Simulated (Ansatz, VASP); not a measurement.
# Rh in VASP and in Ansatz

File INCAR:

```
ALGO = Normal
EDIFF = 1E-6
ENCUT = 520
GGA = PE
ISIF = 2
ISMEAR = -1
LASPH = T
LCHARG = F
LREAL = F
LWAVE = F
NBANDS = 14
NELM = 100
PREC = Accurate
SIGMA = 0.1
```

The input KPOINTS:

```
k-points
0
Gamma
  15 15 15
```

POSCAR

```
Rh
1.0
    2.1399396683      0.0000000000      0.0000000000
    0.0000000000      2.1399396683      0.0000000000
    0.0000000000      0.0000000000      2.1399396683
Rh
1
Direct
    0.0000000000      0.0000000000      0.0000000000
```

Input for Ansatz:

```yaml
crystal:
  lattice:
    - [2.1399396683, 0.0, 0.0]
    - [0.0, 2.1399396683, 0.0]
    - [0.0, 0.0, 2.1399396683]
  atoms:
    - { symbol: Rh, position: [0.0, 0.0, 0.0] }
kpoints:
  mp_grid: { grid: [15, 15, 15] }
scf:
  occupations: { method: fermi_dirac, width: 0.1 }
hamiltonian:
  xc: pbe
  pseudopotentials: { kind: all_electron, lapw: { basis_error: 0.001 } }
output:
  forces: true
  stress: true
  eigenvalues: true
  populations: true
```

Change from the starting cell: volume scaled by 0.6, LAPW.

Alike in both runs: task single point; functional PBE; k mesh 15 × 15 × 15; occupations fermi-dirac, width 0.1 eV; no spin polarisation.

```csv
,VASP,Ansatz
version,VASP 6.6.1,Ansatz 0.2.0
potentials or method,"VASP PAW PBE potentials, release 64 (Rh_pv), cutoff 520 eV","all-electron LAPW, scalar-relativistic"
```

```csv
,VASP,Ansatz,Ansatz less VASP
pressure (GPa),329.0,324.0,-4.95
```

Both programs put the cell under a high pressure, so it lies far from rest at this level. Ansatz ran all-electron here, and VASP with PAW potentials.

Noted on VASP's run: the cell as given lies far from equilibrium.
